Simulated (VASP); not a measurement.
Input of a VASP 6.6.1 run:

INCAR

```
SYSTEM = Au
ALGO = Normal
EDIFF = 1E-6
ENCUT = 520
GGA = PE
ISIF = 2
ISMEAR = 0
LASPH = .TRUE.
LCHARG = .FALSE.
LREAL = .FALSE.
LWAVE = .FALSE.
NBANDS = 18
NELM = 60
PREC = Accurate
SIGMA = 0.1
```

The input KPOINTS:

```
k-points
0
G
  8 8 8
  0 0 0
```

File POSCAR:

```
Au
1.0
    0.0000000000      3.0781172266      3.0781172266
    3.0781172266      0.0000000000      3.0781172266
    3.0781172266      3.0781172266      0.0000000000
Au
2
Direct
    0.0000000000      0.0000000000      0.0000000000
    0.2500000000      0.2500000000      0.2500000000
```

Potentials or basis: VASP PAW PBE potentials, release 64 (Au).

Run with:

```sh
$ cat potpaw_PBE.64/Au/POTCAR > POTCAR
$ mpirun -np 1 vasp_std > vasp.out
```

Problem. Predict the band gap on the k mesh.

Solution. Zero (band 11 reaches 3.05 eV, above the bottom of band 12 at 2.41 eV).

Problem. What does it give for the pressure?

Solution. 0.0 GPa.

Caveat: spin-orbit coupling is left out, which moves the levels of the heavy elements.
